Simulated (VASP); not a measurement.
# SnSe2 (P-3m1) in VASP: notebook, part 2 of 2

VASP 6.6.1. The steps go on from the part before.

### 4 Relaxation of cell and atoms, PBE, target pressure 10 GPa, at which the enthalpy is minimised

The input, INCAR:

```
  ALGO = Normal
  EDIFF = 1E-6
  EDIFFG = -0.02
  ENCUT = 600
  GGA = PE
  IBRION = 2
  ISIF = 3
  ISMEAR = -1
  LASPH = T
  LCHARG = F
  LREAL = F
  LWAVE = F
  NELM = 100
  NSW = 80
  PREC = Accurate
  PSTRESS = 100.0
  SIGMA = 0.02
```

The input, KPOINTS:

```
k-points
0
Gamma
  7 7 4
```

The input, POSCAR:

```
SnSe2
1.0
    3.8200000000      0.0000000000      0.0000000000
   -1.9100000000      3.3082170425      0.0000000000
    0.0000000000      0.0000000000      6.1120000000
Sn Se
1 2
Direct
    0.0000000000      0.0000000000      0.0000000000
    0.3333333333      0.6666666667      0.2500000000
    0.6666666667      0.3333333333      0.7500000000
```

Potentials or basis: VASP PAW PBE potentials, release 64 (Sn_d, Se).

On the command line:

```console
$ cat potpaw_PBE.64/Sn_d/POTCAR potpaw_PBE.64/Se/POTCAR > POTCAR
$ mpirun -np 1 vasp_std > vasp.out
```

OUTCAR:

```text
EDIFF = 1E-6
   EDIFFG = -0.02
   ENCUT = 600
   GGA = PE
   IBRION = 2
   ISIF = 3
   ISMEAR = -1
   LASPH = T
   LREAL = F
   NELM = 100
   NSW = 80
   PREC = Accurate
   PSTRESS = 100.0

 ion  position               nearest neighbor table
   1  0.000  0.000  0.000-   2 2.68   3 2.68   3 2.68   2 2.68   3 2.68   2 2.68
   2  0.333  0.667  0.250-   1 2.68   1 2.68   1 2.68
   3  0.667  0.333  0.750-   1 2.68   1 2.68   1 2.68

  LATTYP: Found a hexagonal cell.
 ALAT       =     3.8200000000
 C/A-ratio  =     1.6000000000

  Lattice vectors:

 A1 = (   3.8200000000,   0.0000000000,   0.0000000000)
 A2 = (  -1.9100000000,   3.3082170425,   0.0000000000)
 A3 = (   0.0000000000,   0.0000000000,   6.1120000000)

Analysis of symmetry for initial positions (statically):
=====================================================================
 Subroutine PRICEL returns:
 Original cell was already a primitive cell.

 Routine SETGRP: Setting up the symmetry group for a
 hexagonal supercell.

 Subroutine GETGRP returns: Found 12 space group operations
 (whereof 12 operations were pure point group operations)
 out of a pool of 24 trial point group operations.

The static configuration has the point symmetry D_3d.

[... 171 lines left out ...]
  Total        2.2983436      2.2983436      3.0903166     -0.0000000      0.0000000      0.0000000
  in kB       47.6743567     47.6743567     64.1021881     -0.0000000      0.0000000      0.0000000
  external PRESSURE =     -46.8496995 kB  Pullay stress =     100.0000000 kB
[... 65 lines left out ...]
--------------------------------------- Ionic step        3  -------------------------------------------

 number of electron      26.0000001 magnetization

 E-fermi :   5.4825     XC(G=0):  -9.8527

 val. band max:        5.0516817025   @ k =   0.1429   0.0000   0.0000
 cond. band min:       5.9260852661   @ k =   0.0000   0.4286   0.2500
 fundamental gap:      0.8744035636
 Fermi energy:         5.4825179654

 k-point     1 :       0.0000    0.0000    0.0000
  band No.  band energies     occupation
      1     -16.2894      2.00000
      2     -16.2894      2.00000
      3     -16.2347      2.00000
      4     -16.2159      2.00000
      5     -16.2159      2.00000
      6      -9.4561      2.00000
[... 505 lines left out ...]
  energy  without entropy=      -11.4921697917  energy(sigma->0) =      -11.49216979

  enthalpy is  TOTEN    =        -7.0485039589 eV   P V=        4.4436658329

[... ionic steps 4 to 10 ...]

--------------------------------------- Ionic step       11  -------------------------------------------

 number of electron      26.0000007 magnetization

------------------------ aborting loop because EDIFF is reached ----------------------------------------
[... 73 lines left out ...]
--------------------------------------- Ionic step       13  -------------------------------------------

 number of electron      26.0000006 magnetization

 Free energy of the ion-electron system (eV)
  ---------------------------------------------------
  ext. energy  EPLUGINS =         0.00000000
  ---------------------------------------------------
  free energy    TOTEN  =       -11.43815399 eV

  energy without entropy =      -11.43814139  energy(sigma->0) =      -11.43814769

 E-fermi :   6.4648     XC(G=0): -10.3298

 val. band max:        6.3317584189   @ k =   0.0000   0.0000   0.0000
 cond. band min:       6.6132640208   @ k =   0.1429   0.0000   0.0000
 fundamental gap:      0.2815056019
 Fermi energy:         6.4648264983

 k-point     1 :       0.0000    0.0000    0.0000
  band No.  band energies     occupation
      1     -15.3020      2.00000
      2     -15.3020      2.00000
      3     -15.2644      2.00000
      4     -15.2472      2.00000
      5     -15.2472      2.00000
      6      -8.6173      2.00000
[... 505 lines left out ...]
  energy  without entropy=      -11.4381413917  energy(sigma->0) =      -11.43814769

  enthalpy is  TOTEN    =        -7.2856269354 eV   P V=        4.1525270540

 reached required accuracy - stopping structural energy minimisation
```

OSZICAR:

```text
N       E                     dE             d eps       ncg     rms          rms(c)
DAV:   1     0.212456118155E+03    0.21246E+03   -0.13410E+04   960   0.190E+03
DAV:   2     0.127056869461E+02   -0.19975E+03   -0.19631E+03  1010   0.437E+02
DAV:   3    -0.112547762235E+02   -0.23960E+02   -0.23170E+02  1251   0.131E+02
DAV:   4    -0.120116711734E+02   -0.75689E+00   -0.75611E+00  1159   0.240E+01
[... 113 lines left out ...]
DAV:   1    -0.114381741413E+02    0.20457E-02   -0.76743E-03   965   0.727E-01    0.447E-02
DAV:   2    -0.114381645656E+02    0.95757E-05   -0.38797E-04  1280   0.171E-01    0.211E-02
DAV:   3    -0.114381547877E+02    0.97779E-05   -0.20991E-05  1133   0.686E-02    0.855E-03
DAV:   4    -0.114381537790E+02    0.10087E-05   -0.40525E-06  1034   0.277E-02    0.241E-03
DAV:   5    -0.114381539893E+02   -0.21029E-06   -0.31457E-07   543   0.547E-03
  13 F= -.72856269E+01 E0= -.72856206E+01  d E =-.274555E-02
```

CONTCAR:

```text
SnSe2
   1.00000000000000
     3.7681246915237665   -0.0000000000000000   -0.0000000000000000
    -1.8840623457618833    3.2632917076213674   -0.0000000000000000
     0.0000000000000000   -0.0000000000000000    5.4105559196896342
  Sn              Se
     1     2
Direct
     0.0000000000000000    0.0000000000000000    0.0000000000000000
     0.3333333332999970    0.6666666667000030    0.2939686631712710
     0.6666666667000030    0.3333333332999970    0.7060313368287289

  0.00000000E+00  0.00000000E+00  0.00000000E+00
  0.00000000E+00  0.00000000E+00  0.00000000E+00
  0.00000000E+00  0.00000000E+00  0.00000000E+00
```

Run time: 3.1 min. Hardware: 1 thread of AMD EPYC 9R45 (Zen 5), shared host; peak memory 0.22 GiB.

What came out:

```
Free energy                                                : -11.4382 eV
Relaxed volume                                             : 22.18 Å³/atom
Relaxed cell                                               : a = 3.768 Å, b = 3.768 Å, c = 5.411 Å, α = 90.00°, β = 90.00°, γ = 120.00°
Space group after relaxing (to 0.1 Å)                      : P-3m1 (No. 164)
Energy change on relaxing (the run minimises the enthalpy) : +104.7 meV/atom
Ionic steps                                                : 13
Pressure after relaxing                                    : 10.1 GPa
Largest force after relaxing                               : 0.004 eV/Å
Band gap on the k mesh                                     : zero (bands 13 and 14 overlap by 0.31 eV)
```

Forces on the atoms (eV/Å):
```
Sn   0.000  0.000  0.000
Se   0.000  0.000  0.004
Se   0.000  0.000 -0.004
```

Step by step:
```tsv
step	energy change (eV)	largest force (eV/Å)	pressure (GPa)	volume (Å³)
1	0.0000	0.7591	5.32	77.24
2	0.4061	1.4963	14.83	69.12
3	0.2601	1.2833	11.91	71.20
4	0.2470	0.5134	10.76	69.44
5	0.2901	0.0933	10.32	68.47
6	0.2411	0.0297	9.47	68.42
7	0.2219	0.0397	8.73	68.26
8	0.2231	0.0031	8.62	68.20
9	0.2270	0.0818	8.40	68.08
10	0.4423	0.2669	13.29	64.82
11	0.2994	0.1670	10.17	66.81
12	0.3121	0.0240	10.10	66.56
13	0.3141	0.0042	10.09	66.53
```

Final structure:
```cif
data_structure
_symmetry_space_group_name_H-M 'P 1'
_symmetry_Int_Tables_number 1
_cell_length_a 3.7681
_cell_length_b 3.7681
_cell_length_c 5.4106
_cell_angle_alpha 90.000
_cell_angle_beta 90.000
_cell_angle_gamma 120.000
_cell_volume 66.53
loop_
_atom_site_label
_atom_site_type_symbol
_atom_site_fract_x
_atom_site_fract_y
_atom_site_fract_z
_atom_site_occupancy
Sn1 Sn 0.00000 0.00000 0.00000 1
Se1 Se 0.33333 0.66667 0.29397 1
Se2 Se 0.66667 0.33333 0.70603 1
```

Levels at points of the mesh, in eV from the Fermi level:
| k point | band 10 | band 11 | band 12 | band 13 | band 14 | band 15 | band 16 | band 17 |
| --- | --- | --- | --- | --- | --- | --- | --- | --- |
| (0.00, 0.00, 0.00) | -1.37 | -1.11 | -1.11 | -0.13 | 0.54 | 2.81 | 4.42 | 4.42 |
| (0.00, 0.00, 0.50) | -1.62 | -1.62 | -0.59 | -0.59 | 2.48 | 2.80 | 3.48 | 3.48 |

Caveat: the cell is relaxed towards a set pressure, so the run minimises the enthalpy, not the energy; semilocal functionals underestimate gaps, and a narrow one can read as zero; spin-orbit coupling is left out, which moves the levels of the heavy elements.

### 5 Relaxation of cell and atoms, PBE, target pressure 20 GPa, at which the enthalpy is minimised

The input, INCAR:

```
ALGO = Normal
EDIFF = 1E-6
EDIFFG = -0.02
ENCUT = 600
GGA = PE
IBRION = 2
ISIF = 3
ISMEAR = -1
LASPH = T
LCHARG = F
LREAL = F
LWAVE = F
NELM = 80
NSW = 80
PREC = Accurate
PSTRESS = 200.0
SIGMA = 0.02
```

KPOINTS is that of step 4.

POSCAR is that of step 4.

Potentials or basis: VASP PAW PBE potentials, release 64 (Sn_d, Se).

On the command line:

```console
$ cat potpaw_PBE.64/Sn_d/POTCAR potpaw_PBE.64/Se/POTCAR > POTCAR
$ mpirun -np 1 vasp_std > vasp.out
```

OUTCAR:

```text
EDIFF = 1E-6
   EDIFFG = -0.02
   ENCUT = 600
   GGA = PE
   IBRION = 2
   ISIF = 3
   ISMEAR = -1
   LASPH = T
   LREAL = F
   NELM = 80
   NSW = 80
   PREC = Accurate
   PSTRESS = 200.0

 ion  position               nearest neighbor table
   1  0.000  0.000  0.000-   2 2.68   3 2.68   3 2.68   2 2.68   3 2.68   2 2.68
   2  0.333  0.667  0.250-   1 2.68   1 2.68   1 2.68
   3  0.667  0.333  0.750-   1 2.68   1 2.68   1 2.68

  LATTYP: Found a hexagonal cell.
 ALAT       =     3.8200000000
 C/A-ratio  =     1.6000000000

  Lattice vectors:

 A1 = (   3.8200000000,   0.0000000000,   0.0000000000)
 A2 = (  -1.9100000000,   3.3082170425,   0.0000000000)
 A3 = (   0.0000000000,   0.0000000000,   6.1120000000)

Analysis of symmetry for initial positions (statically):
=====================================================================
 Subroutine PRICEL returns:
 Original cell was already a primitive cell.

 Routine SETGRP: Setting up the symmetry group for a
 hexagonal supercell.

 Subroutine GETGRP returns: Found 12 space group operations
 (whereof 12 operations were pure point group operations)
 out of a pool of 24 trial point group operations.

The static configuration has the point symmetry D_3d.

Analysis of symmetry for dynamics (positions and initial velocities):
=====================================================================
 Subroutine PRICEL returns:
 Original cell was already a primitive cell.

 Routine SETGRP: Setting up the symmetry group for a
 hexagonal supercell.

 Subroutine GETGRP returns: Found 12 space group operations
 (whereof 12 operations were pure point group operations)
 out of a pool of 24 trial point group operations.

The dynamic configuration has the point symmetry D_3d.

 Subroutine INISYM returns: Found 12 space group operations
 (whereof 12 operations are pure point group operations),
 and found     1 'primitive' translations

----------------------------------------------------------------------------------------

                                     Primitive cell

  volume of cell :      77.2397
[... 103 lines left out ...]
   NUPDOWN=      -1.0000    fix difference up-down
   EMIN   =  10.00;   EMAX   =-10.00  energy-range for DOS
   EFERMI =   0.00;   METHOD = LEGACY
   ISMEAR =    -1;   SIGMA  =   0.02  broadening in eV -4-tet -1-fermi 0-gaus
   EFERMI_NEDOS =   21; number of points for ismear=-14 and -15
   IALGO  =     38    algorithm
   IMIX   =      4    mixing-type and parameters
     AMIX     =   0.40;   BMIX     =  1.00
     AMIX_MAG =   1.60;   BMIX_MAG =  1.00
  volume/ion in A,a.u.               =      25.75       173.75
  Fermi-wavevector in a.u.,A,eV,Ry     =   1.138813  2.152044 17.645325  1.296895
  Thomas-Fermi vector in A             =   2.275517
   LORBIT       =      0    0 simple, 1 ext, 2 COOP (PROOUT), +10 PAW based schemes
   GGA     = PE    functional components
   LHFCALC =     F    Hartree Fock is set to
   AEXX    =    0.0000 exact exchange contribution
   IVDW    =     0    specifies the selected vdW correction
   LEPSILON=     F    determine dielectric tensor
   LRPA    =     F    only Hartree local field effects (RPA)
 conjugate gradient relaxation of ions
 non-spin polarized calculation
  energy-cutoff  :      600.00
  volume of cell :       77.24
 maximum number of plane-waves:      2595
 NGX is ok and might be reduce to    32
   NGX = 15   NGY = 15   NGZ = 25

--------------------------------------- Ionic step        1  -------------------------------------------

 number of electron      25.9999998 magnetization

 Free energy of the ion-electron system (eV)
  ---------------------------------------------------
  ext. energy  EPLUGINS =         0.00000000
  ---------------------------------------------------
  free energy    TOTEN  =       -11.75229273 eV

  energy without entropy =      -11.75229273  energy(sigma->0) =      -11.75229273

 E-fermi :   4.5774     XC(G=0):  -9.4569

 val. band max:        4.1963236340   @ k =   0.0000   0.0000   0.0000
 cond. band min:       4.9580836727   @ k =   0.0000   0.4286   0.2500
 fundamental gap:      0.7617600387
 Fermi energy:         4.5774107744

 k-point     1 :       0.0000    0.0000    0.0000
  band No.  band energies     occupation
      1     -17.1009      2.00000
      2     -17.1009      2.00000
      3     -17.0637      2.00000
      4     -17.0485      2.00000
      5     -17.0485      2.00000
      6      -9.8071      2.00000
[... 583 lines left out ...]
  energy  without entropy=      -11.0533295188  energy(sigma->0) =      -11.05332952

  enthalpy is  TOTEN    =        -2.6605985065 eV   P V=        8.3927310123

[... ionic steps 4 to 13 ...]

--------------------------------------- Ionic step       14  -------------------------------------------

 number of electron      26.0000000 magnetization

------------------------ aborting loop because EDIFF is reached ----------------------------------------
[... 73 lines left out ...]
--------------------------------------- Ionic step       16  -------------------------------------------

 number of electron      26.0000000 magnetization

 Free energy of the ion-electron system (eV)
  ---------------------------------------------------
  ext. energy  EPLUGINS =         0.00000000
  ---------------------------------------------------
  free energy    TOTEN  =       -10.92497524 eV

  energy without entropy =      -10.92497394  energy(sigma->0) =      -10.92497459

 E-fermi :   7.7560     XC(G=0): -10.7732

 val. band max:        7.5494686767   @ k =   0.0000   0.0000   0.0000
 cond. band min:       7.9623839044   @ k =   0.1429   0.0000   0.0000
 fundamental gap:      0.4129152277
 Fermi energy:         7.7559800822

 k-point     1 :       0.0000    0.0000    0.0000
  band No.  band energies     occupation
      1     -14.2238      2.00000
      2     -14.2238      2.00000
      3     -14.1760      2.00000
      4     -14.1515      2.00000
      5     -14.1515      2.00000
      6      -8.1806      2.00000
[... 505 lines left out ...]
  energy  without entropy=      -10.9249739417  energy(sigma->0) =      -10.92497459

  enthalpy is  TOTEN    =        -3.3207070876 eV   P V=        7.6042681488

 reached required accuracy - stopping structural energy minimisation
```

CONTCAR:

```text
SnSe2
   1.00000000000000
     3.6613035958655358    0.0000000000000000   -0.0000000000000000
    -1.8306517979327679    3.1707819251617497    0.0000000000000000
     0.0000000000000000   -0.0000000000000000    5.2472999901574173
  Sn              Se
     1     2
Direct
     1.0000000000000000    0.0000000000000000    0.0000000000000000
     0.3333333332999970    0.6666666667000030    0.3026203551554187
     0.6666666667000030    0.3333333332999970    0.6973796448445814

  0.00000000E+00  0.00000000E+00  0.00000000E+00
  0.00000000E+00  0.00000000E+00  0.00000000E+00
  0.00000000E+00  0.00000000E+00  0.00000000E+00
```

Run time: 3.7 min. Hardware: 1 thread of AMD EPYC 9R45 (Zen 5), shared host; peak memory 0.22 GiB.

Results:

| Property | Result |
| --- | --- |
| Free energy | -10.9250 eV |
| Relaxed volume | 20.31 Å³/atom |
| Relaxed cell | a = 3.661 Å, b = 3.661 Å, c = 5.247 Å, α = 90.00°, β = 90.00°, γ = 120.00° |
| Space group after relaxing (to 0.1 Å) | P-3m1 (No. 164) |
| Energy change on relaxing (the run minimises the enthalpy) | +275.8 meV/atom |
| Ionic steps | 16 |
| Pressure after relaxing | 20.0 GPa |
| Largest force after relaxing | 0.011 eV/Å |
| Band gap on the k mesh | zero (bands 13 and 14 overlap by 0.77 eV) |

Forces on the atoms (eV/Å):
```
Sn   0.000  0.000  0.000
Se   0.000  0.000 -0.011
Se   0.000  0.000  0.011
```

The path:
```
step  energy change (eV)  largest force (eV/Å)  pressure (GPa)  volume (Å³)
   1              0.0000                0.7591            5.32        77.24
   2              3.8153                5.9958           65.98        53.75
   3              0.6990                2.2595           19.92        67.23
   4              0.7610                2.3578           20.95        66.72
   5              0.7543                1.2847           20.77        63.78
   6              1.0126                0.3324           21.84        60.62
   7              1.0647                0.1669           22.13        60.19
   8              0.7281                0.2123           16.68        62.19
   9              0.6863                0.2683           15.94        62.50
  10              0.7606                0.1171           18.32        61.52
  11              0.8176                0.0458           19.68        61.00
  12              0.8329                0.0302           20.01        60.87
  13              0.8371                0.0254           20.13        60.84
  14              0.8289                0.0241           19.97        60.90
  15              0.8270                0.0235           19.93        60.92
  16              0.8273                0.0114           19.98        60.92
```

Final structure:
```
Sn Se
1.0
     3.66130    0.00000    0.00000
    -1.83065    3.17078    0.00000
     0.00000    0.00000    5.24730
Sn Se
1 2
Cartesian
  3.6613 0.0000 0.0000
  0.0000 2.1139 1.5879
  1.8307 1.0569 3.6594
```

Caveat: the cell is relaxed towards a set pressure, so the run minimises the enthalpy, not the energy; the volume moved by over 15 % at a fixed basis, so the end points are rough; semilocal functionals underestimate gaps, and a narrow one can read as zero; spin-orbit coupling is left out, which moves the levels of the heavy elements.

### 6 Summary

| cell | gap on the mesh (eV) | pressure (GPa) | largest force (eV/Å) |
| --- | --- | --- | --- |
| relaxed | 0.78 | 0.0 | 0.01 |
| relaxed to 5 GPa | 0.33 | 5.0 | 0.01 |
| relaxed to 10 GPa | none | 10.1 | - |
| relaxed to 20 GPa | none | 20.0 | 0.01 |

Alike in all rows: task relaxation of cell and atoms; level PBE; potentials or basis VASP PAW PBE potentials, release 64 (Sn_d, Se); no spin polarisation; k mesh 7 × 7 × 4; cutoff (eV) 600; smearing fermi-dirac 0.02 eV.

Caveats: semilocal functionals underestimate gaps, and a narrow one can read as zero; spin-orbit coupling is left out, which moves the levels of the heavy elements; the cell is relaxed towards a set pressure, so the run minimises the enthalpy, not the energy (at least some runs); the volume moved by over 15 % at a fixed basis, so the end points are rough (at least some runs); this functional lacks dispersion, which binds layers or chains, so the pressure and a relaxed spacing across them are unreliable (at least some runs).

Absolute energies hang on the potentials; compare differences alone.

The gap in the log of VASP goes by the Fermi energy; the results here count the filled bands.